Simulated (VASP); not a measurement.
Write the native input for VASP 6.6.1 that does the following.

```yaml
Task: single point
Functional: LDA
Potentials_or_basis: VASP PAW LDA potentials, release 64 (Al, Cu)
Cutoff: 520 eV
k_mesh: 3 × 3 × 3
Occupations: gaussian, width 0.1 eV
Spin: no spin polarisation
Dipole_correction: no
Further_INCAR_settings: LREAL = Auto; ALGO = Normal; EDIFF = 1e-06; NBANDS = 72
```

The structure of Al30Cu (a cell with a defect) lies in POSCAR:

```
Al30Cu
1.0
    8.1000000000      0.0000000000      0.0000000000
    0.0000000000      8.1000000000      0.0000000000
    0.0000000000      0.0000000000      8.1000000000
Al Cu
30 1
Direct
    0.4922583951     -0.0132204938     -0.0050159259
    0.7475271605      0.2501619753     -0.0003250617
    0.7503939506      0.0024607407      0.2499017284
    0.0017103704      0.0000903704      0.0019556790
    0.2512806173      0.2500700000      0.0022051852
    0.4922082716      0.5131709877     -0.0047661728
    0.7440748148      0.7501079012     -0.0060172840
    0.2511119753     -0.0026190123      0.2499259259
    0.5017902469      0.2501559259      0.2513538272
    0.7502787654      0.4979922222      0.2500444444
    0.5040471605     -0.0004260494      0.5053912346
    0.7524583951      0.2502574074      0.4983955556
    0.7466527160     -0.0011820988      0.7476764198
    0.0016237037      0.5002617284      0.0021182716
    0.0020040741      0.2502246914      0.2514943210
    0.2510146914      0.5030092593      0.2500232099
    0.4994904938      0.7501308642      0.2524858025
    0.0004071605      0.0009256790      0.5000692593
    0.2524428395      0.2502520988      0.5008453086
    0.5039306173      0.5009127160      0.5056803704
    0.7505871605      0.7502803704      0.5018612346
    0.2494111111     -0.0025751852      0.7539525926
    0.5028075309      0.2500569136      0.7498256790
    0.7464865432      0.5015985185      0.7477814815
    0.0022925926      0.7502319753      0.2478643210
    0.0002793827      0.4996174074      0.5001411111
    0.2562596296      0.7501845679      0.5082711111
   -0.0047562963      0.2501838272      0.7489795062
    0.2492270370      0.5027934568      0.7541440741
    0.0016807407      0.7501641975      0.7557935802
    0.4524987654      0.7497191358     -0.2277365432
```

The input as run:

INCAR

```
PREC = Accurate ; ENCUT = 520
EDIFF = 1E-6 ; ISMEAR = 0
SIGMA = 0.1 ; LREAL = Auto
LASPH = True ; NELM = 80
ALGO = Normal ; ISIF = 2
LWAVE = False ; LCHARG = False
NBANDS = 72
```

KPOINTS

```
Automatic mesh
0
Gamma
  3 3 3
```

Potentials or basis: VASP PAW LDA potentials, release 64 (Al, Cu).

Command:

```sh
$ cat potpaw_LDA.64/Al/POTCAR potpaw_LDA.64/Cu/POTCAR > POTCAR
$ mpirun -np 1 vasp_std > vasp.out
```

It gave:

```json
{"Pressure": "-5.1 GPa", "Largest force": "0.326 eV/Å", "Band gap on the k mesh": "zero (an odd number of electrons rules out a gap without spin polarisation)"}
```

Run time: 9.4 min on 1 thread of Intel(R) Xeon(R) Platinum 8488C (Sapphire Rapids), with other jobs on the host, peak memory 0.57 GiB.
